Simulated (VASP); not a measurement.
# Al48N47 (a cell with a defect) in VASP: single point with PBEsol

Aim: the single point of Al48N47 (a cell with a defect) with PBEsol.

Everything below comes from runs of VASP 6.6.1. Logs are shortened: lines on timing, memory, paths and dates and some standing lists are left out, and cuts for length are marked.

### 1 The cell of the first run

The cell holds a defect, 95 atoms: a = 9.341 Å, b = 10.787 Å, c = 9.967 Å, α = 90.00°, β = 90.00°, γ = 90.00°.

### 2 Single point, PBEsol

INCAR reads:

```
SYSTEM = Al48N47
  PREC = Accurate
  ENCUT = 520
  EDIFF = 1E-6
  ISMEAR = -1
  SIGMA = 0.05
  LREAL = Auto
  LASPH = .TRUE.
  NELM = 80
  ALGO = Normal
  ISIF = 2
  LWAVE = .FALSE.
  LCHARG = .FALSE.
  GGA = PS
  NBANDS = 242
  NELECT = 376.0
  ISYM = 0
```

KPOINTS reads:

```
Automatic mesh
0
Gamma
  1 1 1
  0.25 0.25 0.25
```

POSCAR reads:

```
Al48N47
1.0
    9.3414480000      0.0000000000      0.0000000000
    0.0000000000     10.7865750000      0.0000000000
    0.0000000000      0.0000000000      9.9670570000
Al N
48 47
Direct
    0.1654270000      0.0839050000      0.2469600000
    0.1656070000      0.0835680000      0.7491820000
    0.9996200000      0.3329680000      0.2485180000
    0.9996310000      0.3320060000      0.7498580000
    0.4996240000      0.0839010000      0.2482450000
    0.4996260000      0.0847710000      0.7496680000
    0.3319080000      0.3325550000      0.2474520000
    0.3283040000      0.3313740000      0.7519290000
    0.1661030000      0.5825560000      0.2471110000
    0.1628560000      0.5807330000      0.7518270000
    0.9996190000      0.8337660000      0.2477900000
    0.9996390000      0.8337080000      0.7493660000
    0.8338100000      0.0838940000      0.2469470000
    0.8336410000      0.0835580000      0.7491790000
    0.6673310000      0.3325420000      0.2474780000
    0.6709750000      0.3313630000      0.7519170000
    0.4996330000      0.5833240000      0.1850140000
    0.4996310000      0.5832050000      0.7559400000
    0.3328900000      0.8349960000      0.2472520000
    0.3334320000      0.8383430000      0.7518210000
    0.8331500000      0.5825920000      0.2471510000
    0.8364550000      0.5807250000      0.7518050000
    0.6663710000      0.8349900000      0.2472300000
    0.6658280000      0.8383380000      0.7518160000
    0.9996630000      0.1681990000      0.4987860000
    0.9996520000      0.1669860000      0.9985410000
    0.3302570000      0.1623160000      0.4984500000
    0.3321640000      0.1649970000      0.9996120000
    0.1652780000      0.4152690000      0.5006450000
    0.1652050000      0.4158200000      0.0002420000
    0.9996930000      0.6663610000      0.4977350000
    0.9996590000      0.6676000000      0.0005020000
    0.6690620000      0.1622990000      0.4984470000
    0.6671300000      0.1649920000      0.9996070000
    0.4996780000      0.3805410000      0.5144230000
    0.4996530000      0.4082340000      0.9952970000
    0.2996660000      0.6846910000      0.5139950000
    0.3252110000      0.6712130000      0.9950810000
    0.1627900000      0.9208460000      0.4984030000
    0.1647290000      0.9182220000      0.9994040000
    0.8340200000      0.4152630000      0.5006560000
    0.8340940000      0.4158320000      0.0002360000
    0.6996210000      0.6846610000      0.5140280000
    0.6741070000      0.6712160000      0.9950790000
    0.4996350000      0.9187380000      0.5005230000
    0.4996580000      0.9184160000      0.0000580000
    0.8365730000      0.9208230000      0.4984230000
    0.8345870000      0.9182200000      0.9993970000
    0.9996180000      0.1673610000      0.1890980000
    0.9996250000      0.1665330000      0.6891420000
    0.3329330000      0.1667230000      0.1902980000
    0.3329450000      0.1671930000      0.6886300000
    0.1667020000      0.4169360000      0.1908860000
    0.1659440000      0.4166490000      0.6901360000
    0.9996180000      0.6663270000      0.1914330000
    0.9996650000      0.6663970000      0.6879520000
    0.6663170000      0.1667300000      0.1902960000
    0.6663130000      0.1671690000      0.6886320000
    0.4996280000      0.4143570000      0.1888170000
    0.4996480000      0.4178560000      0.6938710000
    0.3307560000      0.6682240000      0.1886760000
    0.3343400000      0.6664080000      0.6938110000
    0.1661700000      0.9166830000      0.1902310000
    0.1664290000      0.9162160000      0.6884560000
    0.8325370000      0.4169610000      0.1909230000
    0.8333450000      0.4166430000      0.6901380000
    0.6685000000      0.6682330000      0.1886390000
    0.6649600000      0.6663730000      0.6938500000
    0.4996370000      0.9166860000      0.1908090000
    0.4996280000      0.9176610000      0.6899920000
    0.8330830000      0.9166770000      0.1902000000
    0.8328370000      0.9161980000      0.6884600000
    0.1645740000      0.0841680000      0.4380590000
    0.1659190000      0.0834480000      0.9393530000
    0.9996160000      0.3346030000      0.4396970000
    0.9996400000      0.3336910000      0.9400250000
    0.4996240000      0.0839100000      0.4398170000
    0.4996290000      0.0839170000      0.9399930000
    0.3318950000      0.3329310000      0.4395280000
    0.3312890000      0.3321640000      0.9402800000
    0.1675650000      0.5822550000      0.4394000000
    0.1646720000      0.5828440000      0.9402890000
    0.9996390000      0.8321480000      0.4397240000
    0.9996430000      0.8329400000      0.9398300000
    0.8346810000      0.0841430000      0.4380440000
    0.8333480000      0.0834450000      0.9393500000
    0.6673920000      0.3328490000      0.4395370000
    0.6679780000      0.3321590000      0.9402680000
    0.4996310000      0.5833720000      0.9530180000
    0.3332860000      0.8348860000      0.4394450000
    0.3325870000      0.8355190000      0.9402020000
    0.8317160000      0.5822810000      0.4394800000
    0.8345940000      0.5828470000      0.9402600000
    0.6659410000      0.8348520000      0.4394520000
    0.6666970000      0.8355220000      0.9401950000
```

Potentials or basis: VASP PAW PBE potentials, release 64 (Al, N).

Run with:

```
$ cat potpaw_PBE.64/Al/POTCAR potpaw_PBE.64/N/POTCAR > POTCAR
$ mpirun -np 1 vasp_std > vasp.out
```

OUTCAR:

```text
SYSTEM = Al48N47
   PREC = Accurate
   ENCUT = 520
   EDIFF = 1E-6
   ISMEAR = -1
   LREAL = Auto
   LASPH = .TRUE.
   NELM = 80
   ISIF = 2
   GGA = PS
   NELECT = 376.0
   ISYM = 0

 ion  position               nearest neighbor table
   1  0.165  0.084  0.247-  49 1.88  51 1.89  63 1.89  73 1.90  28 3.04  40 3.05  26 3.05  27 3.06
                            39 3.06  25 3.09  13 3.10   7 3.10   3 3.10  19 3.11  11 3.11   5 3.12
   2  0.166  0.084  0.749-  50 1.89  74 1.90  52 1.90  64 1.90  39 3.05  27 3.05  26 3.06  40 3.07
                            28 3.07  20 3.07   8 3.07  25 3.08   4 3.10  14 3.10  12 3.11   6 3.12
   3  1.000  0.333  0.249-  49 1.88  53 1.89  65 1.89  75 1.91  42 3.05  30 3.05  25 3.06  26 3.07
                            41 3.08  29 3.08   1 3.10  13 3.10   7 3.10  15 3.10   9 3.11  21 3.11
   4  1.000  0.332  0.750-  50 1.88  76 1.90  66 1.90  54 1.90  26 3.05  41 3.06  29 3.06  25 3.06
                            16 3.07   8 3.07  42 3.07  30 3.07  22 3.09  10 3.09   2 3.10  14 3.10
   5  0.500  0.084  0.248-  51 1.89  57 1.89  69 1.89  77 1.91  46 3.05  28 3.06  34 3.06  27 3.07
                            33 3.07  45 3.08  19 3.10  23 3.10  15 3.11   7 3.11  13 3.12   1 3.12
   6  0.500  0.085  0.750-  58 1.89  52 1.89  78 1.90  70 1.90  45 3.06  28 3.07  34 3.07  46 3.07
                            27 3.08  33 3.08  20 3.08  24 3.08   8 3.10  16 3.10  14 3.12   2 3.12
   7  0.332  0.333  0.247-  51 1.88  53 1.88  59 1.89  79 1.91  30 3.05  28 3.06  36 3.07  29 3.10
                             1 3.10  27 3.10   3 3.10   5 3.11   9 3.11  35 3.13  15 3.13  17 3.19
   8  0.328  0.331  0.752-  80 1.88  54 1.88  52 1.88  60 1.94  35 2.91  36 3.02  30 3.05  28 3.05
                            29 3.07   4 3.07   2 3.07  10 3.10   6 3.10  27 3.12  18 3.15  16 3.20
   9  0.166  0.583  0.247-  53 1.87  55 1.88  61 1.89  81 1.92  30 3.05  32 3.05  38 3.07  31 3.08
                            29 3.11   3 3.11   7 3.11  21 3.11  11 3.12  19 3.14  37 3.14  17 3.18
  10  0.163  0.581  0.752-  54 1.87  82 1.88  56 1.89  62 1.94  37 2.92  38 3.02  30 3.05  22 3.05
                            32 3.06  29 3.07   4 3.09  31 3.10   8 3.10  12 3.13  18 3.15  20 3.20
  11  1.000  0.834  0.248-  71 1.88  63 1.88  55 1.89  83 1.91  32 3.05  48 3.06  40 3.06  47 3.07
                            39 3.07  31 3.08  13 3.11   1 3.11  23 3.11  19 3.11  21 3.12   9 3.12
  12  1.000  0.834  0.749-  72 1.89  64 1.89  84 1.90  56 1.91  48 3.07  40 3.07  47 3.08  39 3.08
                            32 3.08  31 3.09   2 3.11  14 3.11  20 3.12  24 3.12  22 3.13  10 3.13
  13  0.834  0.084  0.247-  49 1.88  57 1.89  71 1.89  85 1.90  34 3.04  48 3.05  26 3.06  33 3.06
                            47 3.06  25 3.09   1 3.10  15 3.10   3 3.10  23 3.11  11 3.11   5 3.12
  14  0.834  0.084  0.749-  50 1.89  86 1.90  58 1.90  72 1.90  47 3.05  33 3.05  26 3.06  48 3.07
                            34 3.07  16 3.07  24 3.07  25 3.08   4 3.10   2 3.10  12 3.11   6 3.12
  15  0.667  0.333  0.247-  57 1.88  65 1.88  59 1.89  87 1.91  42 3.05  34 3.06  36 3.07  41 3.10
                            13 3.10  33 3.10   3 3.10   5 3.11  21 3.11  35 3.13   7 3.13  17 3.19
  16  0.671  0.331  0.752-  88 1.88  66 1.88  58 1.88  60 1.94  35 2.91  36 3.02  42 3.05  34 3.05
                            41 3.07   4 3.07  14 3.07  22 3.10   6 3.10  33 3.12  18 3.15   8 3.20
  17  0.500  0.583  0.185-  59 1.82  67 1.82  61 1.82  89 2.31  38 2.67  44 2.67  36 2.67  21 3.18
                             9 3.18   7 3.19  15 3.19  23 3.19  19 3.19
  18  0.500  0.583  0.756-  60 1.89  68 1.89  62 1.89  89 1.96  38 3.04  44 3.04  36 3.04  10 3.15
                            22 3.15   8 3.15  16 3.15  24 3.16  20 3.16  43 3.24  37 3.24  35 3.25
  19  0.333  0.835  0.247-  69 1.88  63 1.88  61 1.89  90 1.92  46 3.05  40 3.06  38 3.07  45 3.10
                             5 3.10  39 3.11   1 3.11  11 3.11  23 3.12  37 3.13   9 3.14  17 3.19
  20  0.333  0.838  0.752-  70 1.88  91 1.88  64 1.88  62 1.94  37 2.91  38 3.02  46 3.05  40 3.05
                            45 3.07   2 3.07   6 3.08  24 3.11  39 3.12  12 3.12  18 3.16  10 3.20
  21  0.833  0.583  0.247-  65 1.87  55 1.88  67 1.89  92 1.92  42 3.05  32 3.05  44 3.07  31 3.08
                            41 3.11   3 3.11   9 3.11  15 3.11  11 3.12  23 3.14  43 3.14  17 3.18
  22  0.836  0.581  0.752-  66 1.87  93 1.88  56 1.89  68 1.94  43 2.92  44 3.02  42 3.05  10 3.05
                            32 3.06  41 3.07   4 3.09  31 3.10  16 3.10  12 3.13  18 3.15  24 3.20
  23  0.666  0.835  0.247-  69 1.88  71 1.88  67 1.89  94 1.92  46 3.05  48 3.06  44 3.07  45 3.10
                             5 3.10  47 3.11  13 3.11  11 3.11  19 3.12  43 3.13  21 3.14  17 3.19
  24  0.666  0.838  0.752-  70 1.88  95 1.88  72 1.88  68 1.94  43 2.91  44 3.02  46 3.05  48 3.05
                            45 3.07  14 3.07   6 3.08  20 3.11  47 3.12  12 3.12  18 3.16  22 3.20
[... 366 lines left out ...]
   POTIM  = 0.5000    time-step for ionic-motion
   TEBEG  =    0.0;   TEEND  =   0.0 temperature during run
   PSTRESS=    0.0 pullay stress
   NELECT =     376.0000    total number of electrons
   NUPDOWN=      -1.0000    fix difference up-down
   EMIN   =  10.00;   EMAX   =-10.00  energy-range for DOS
   EFERMI =   0.00;   METHOD = LEGACY
   ISMEAR =    -1;   SIGMA  =   0.05  broadening in eV -4-tet -1-fermi 0-gaus
   EFERMI_NEDOS =   21; number of points for ismear=-14 and -15
   IALGO  =     38    algorithm
   IMIX   =      4    mixing-type and parameters
     AMIX     =   0.40;   BMIX     =  1.00
     AMIX_MAG =   1.60;   BMIX_MAG =  1.00
  volume/ion in A,a.u.               =      10.57        71.34
  Fermi-wavevector in a.u.,A,eV,Ry     =   1.179911  2.229708 18.941891  1.392190
  Thomas-Fermi vector in A             =   2.316213
   LORBIT       =      0    0 simple, 1 ext, 2 COOP (PROOUT), +10 PAW based schemes
   GGA     = PS    functional components
   LHFCALC =     F    Hartree Fock is set to
   AEXX    =    0.0000 exact exchange contribution
   IVDW    =     0    specifies the selected vdW correction
   LEPSILON=     F    determine dielectric tensor
   LRPA    =     F    only Hartree local field effects (RPA)
 non-spin polarized calculation
  energy-cutoff  :      520.00
  volume of cell :     1004.30
 maximum number of plane-waves:     27045
 NGX is ok and might be reduce to    70
   NGX = 35   NGY = 41   NGZ = 37

 number of electron     375.9999989 magnetization

 Free energy of the ion-electron system (eV)
  ---------------------------------------------------
  ext. energy  EPLUGINS =         0.00000000
  ---------------------------------------------------
  free energy    TOTEN  =      -760.03237004 eV

  energy without entropy =     -760.03236998  energy(sigma->0) =     -760.03237001

 E-fermi :   6.7590     XC(G=0): -10.9932

 val. band max:        5.8508122753   @ k =  -0.2500  -0.2500   0.2500
 cond. band min:       7.6595250278   @ k =  -0.2500   0.2500  -0.2500
 fundamental gap:      1.8087127525
 Fermi energy:         6.7590314251

 k-point     1 :       0.2500    0.2500    0.2500
  band No.  band energies     occupation
      1      -9.0435      2.00000
      2      -8.6721      2.00000
      3      -8.6261      2.00000
      4      -8.5068      2.00000
      5      -8.2065      2.00000
      6      -8.1820      2.00000
[... 801 lines left out ...]
    199      11.4845      0.00000
    200      11.5865      0.00000
 [bands above 200 left out]

------------------------ aborting loop because EDIFF is reached ----------------------------------------

  FORCE on cell =-STRESS in cart. coord.  units (eV):
  Direction    XX          YY          ZZ          XY          YZ          ZX
  --------------------------------------------------------------------------------------
  -------------------------------------------------------------------------------------
  Total      -18.4464178    -18.6587561    -23.4369633     -0.0640954     -0.1033942     -0.0248202
  in kB      -29.4278080    -29.7665540    -37.3892895     -0.1022522     -0.1649461     -0.0395960
  external PRESSURE =     -32.1945505 kB  Pullay stress =       0.0000000 kB

 VOLUME and BASIS-vectors are now :
 -----------------------------------------------------------------------------
  energy-cutoff  :      520.00
  volume of cell :     1004.30
      direct lattice vectors                 reciprocal lattice vectors
     9.341448000  0.000000000  0.000000000     0.107049785  0.000000000  0.000000000
     0.000000000 10.786575000  0.000000000     0.000000000  0.092707834  0.000000000
     0.000000000  0.000000000  9.967057000     0.000000000  0.000000000  0.100330519

 POSITION                                       TOTAL-FORCE (eV/Angst)
 -----------------------------------------------------------------------------------
      1.54533      0.90505      2.46146         0.004390     -0.002559     -0.002563
      1.54701      0.90141      7.46714         0.003552      0.001788     -0.005550
      9.33790      3.59158      2.47699         0.000529      0.006510      0.004623
      9.33800      3.58121      7.47388         0.004135      0.000579     -0.001801
      4.66721      0.90500      2.47427         0.001604     -0.003117      0.002318
      4.66723      0.91439      7.47198         0.001704     -0.002442     -0.001554
[... 87 lines left out ...]
      6.22085      9.00519      4.38004        -0.001638      0.020631     -0.010954
      6.22792      9.01242      9.37098        -0.000760      0.006003      0.000743
 -----------------------------------------------------------------------------------
    total drift:                                0.020668      0.008013      0.015213

  FREE ENERGIE OF THE ION-ELECTRON SYSTEM (eV)
  ---------------------------------------------------
  free  energy   TOTEN  =      -760.0323700367 eV

  energy  without entropy=     -760.0323699791  energy(sigma->0) =     -760.03237001
```

Wall time 38 min (1 thread of Intel Xeon Platinum 8259CL at 2.50GHz (Skylake/Cascade Lake), shared host); peak memory 1.2 GiB.

Results:

* Free energy: -760.0324 eV
* Largest force: 0.029 eV/Å

Forces in eV/Å, atoms in the order of the input:
```
Al   0.004 -0.003 -0.003
Al   0.004  0.002 -0.006
Al   0.001  0.007  0.005
Al   0.004  0.001 -0.002
Al   0.002 -0.003  0.002
Al   0.002 -0.002 -0.002
Al   0.003  0.004  0.008
Al   0.003  0.003 -0.004
Al   0.002  0.011  0.003
Al   0.000  0.004  0.001
Al   0.002 -0.001  0.005
Al   0.000 -0.002 -0.003
Al  -0.003  0.000  0.000
Al  -0.003 -0.001 -0.006
Al   0.002  0.006  0.003
Al   0.000  0.004 -0.003
Al   0.001  0.006  0.005
Al   0.002  0.000  0.004
Al  -0.001 -0.002  0.004
Al   0.000 -0.009 -0.003
Al  -0.005  0.007  0.006
Al  -0.001  0.004  0.002
Al   0.001 -0.003  0.009
Al   0.001 -0.009 -0.003
Al  -0.006 -0.002 -0.001
Al  -0.002 -0.002  0.002
Al  -0.005  0.010 -0.005
Al  -0.004 -0.002  0.005
Al  -0.003 -0.003 -0.005
Al  -0.003 -0.003  0.001
Al  -0.007 -0.009 -0.004
Al  -0.004 -0.004  0.006
Al  -0.006  0.005 -0.002
Al   0.000 -0.002  0.004
Al  -0.007  0.000  0.006
Al  -0.003  0.005  0.008
Al  -0.005 -0.011  0.004
Al  -0.003 -0.003  0.007
Al  -0.009 -0.005 -0.006
Al   0.001 -0.004  0.005
Al  -0.007 -0.002 -0.005
Al  -0.004 -0.002  0.005
Al   0.001 -0.001  0.006
Al  -0.002 -0.004  0.004
Al   0.003 -0.003 -0.013
Al   0.000  0.001  0.003
Al  -0.008 -0.004 -0.007
Al  -0.007 -0.004  0.003
N    0.001 -0.001 -0.004
N    0.000  0.001  0.000
N   -0.001 -0.002 -0.003
N    0.001 -0.004  0.004
N   -0.003 -0.003 -0.002
N   -0.001 -0.001  0.001
N    0.002  0.001 -0.005
N   -0.001  0.004  0.005
N    0.001 -0.003 -0.003
N    0.000 -0.001  0.003
N    0.000 -0.010  0.001
N   -0.001  0.001  0.016
N   -0.005  0.006 -0.002
N    0.001 -0.001  0.018
N   -0.001  0.004 -0.007
N    0.000  0.004  0.004
N    0.003 -0.004 -0.006
N   -0.001 -0.003  0.000
N    0.008  0.005  0.003
N   -0.004  0.003  0.015
N   -0.002  0.004 -0.004
N    0.000  0.001  0.001
N    0.002  0.004 -0.003
N    0.002  0.005  0.004
N    0.003  0.005  0.001
N    0.001  0.002  0.001
N    0.007 -0.001 -0.003
N    0.000 -0.004  0.001
N    0.003  0.004  0.002
N    0.002  0.002  0.000
N   -0.015 -0.010 -0.012
N   -0.002 -0.002 -0.001
N   -0.006 -0.012 -0.005
N    0.003 -0.004 -0.002
N    0.005  0.003 -0.001
N    0.002  0.003  0.001
N    0.007  0.005  0.002
N    0.003  0.002  0.001
N    0.022  0.000 -0.013
N    0.006 -0.002 -0.001
N    0.002 -0.002 -0.012
N    0.010  0.020 -0.011
N    0.003  0.006  0.000
N    0.014 -0.019 -0.016
N    0.005 -0.005  0.001
N   -0.002  0.021 -0.011
N   -0.001  0.006  0.001
```

Levels at points of the mesh, in eV from the Fermi level:
| k point | band 186 | band 187 | band 188 | band 189 | band 190 | band 191 |
| --- | --- | --- | --- | --- | --- | --- |
| (0.25, 0.25, 0.25) | -1.10 | -1.00 | -0.91 | 0.90 | 3.70 | 3.76 |

Caveat: the cell carries a net charge on a neutralising background, which shifts energy and pressure; the cell is charged against a uniform background, so pressure and absolute levels hang on convention; the PAW data sets were made with another functional, which shifts forces and pressure a little.
